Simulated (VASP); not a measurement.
A run of VASP 6.6.1 is set up as follows.

INCAR

```
  PREC = Accurate
  ENCUT = 600
  EDIFF = 1E-6
  ISMEAR = 0
  SIGMA = 0.02
  LREAL = F
  LASPH = T
  NELM = 80
  ALGO = Normal
  ISIF = 3
  LWAVE = F
  LCHARG = F
  GGA = PE
  IVDW = 12
  IBRION = 2
  NSW = 100
  EDIFFG = -0.005
```

The input KPOINTS:

```
Automatic mesh
0
Gamma
  12 12 4
```

Contents of POSCAR:

```
MoS2
1.0
    3.1487160526      0.0000000000      0.0000000000
   -1.5743580263      2.7268680908      0.0000000000
    0.0000000000      0.0000000000      6.6942728884
Mo S
1 2
Direct
    0.0000000000      0.0000000000      0.0000000000
    0.3333333333      0.6666666667      0.2341766442
    0.3333333333      0.6666666667      0.7658233558
```

Potentials or basis: VASP PAW PBE potentials, release 64 (Mo_sv, S).

Command:

```sh
$ cat potpaw_PBE.64/Mo_sv/POTCAR potpaw_PBE.64/S/POTCAR > POTCAR
$ mpirun -np 1 vasp_std > vasp.out
```

Q: Estimate the band gap on the k mesh.

A: 1.21 eV (least direct gap 1.76 eV).

Q: Estimate the relaxed cell.

A: a = 3.149 Å, b = 3.149 Å, c = 6.636 Å, α = 90.00°, β = 90.00°, γ = 120.00°.

The path:
```tsv
step	energy change (eV)	largest force (eV/Å)	pressure (GPa)	volume (Å³)
1	0.0000	0.0091	-0.20	57.48
2	0.0000	0.0843	0.36	57.28
3	-0.0001	0.0329	0.06	57.39
4	-0.0002	0.0318	0.00	57.37
5	-0.0003	0.0305	-0.16	57.32
6	-0.0003	0.0314	-0.12	57.34
7	-0.0004	0.0259	-0.12	57.30
8	-0.0005	0.0107	-0.13	57.17
9	-0.0005	0.0203	-0.08	56.93
10	-0.0006	0.0066	-0.08	57.02
11	-0.0006	0.0084	0.05	56.97
12	-0.0006	0.0032	0.03	56.99
13	-0.0006	0.0007	0.03	57.00
14	-0.0006	0.0037	-0.03	57.01
15	-0.0006	0.0008	-0.03	57.00
16	-0.0006	0.0002	-0.02	57.00
17	-0.0006	0.0006	-0.02	57.00
```

A k mesh can miss the band edges.
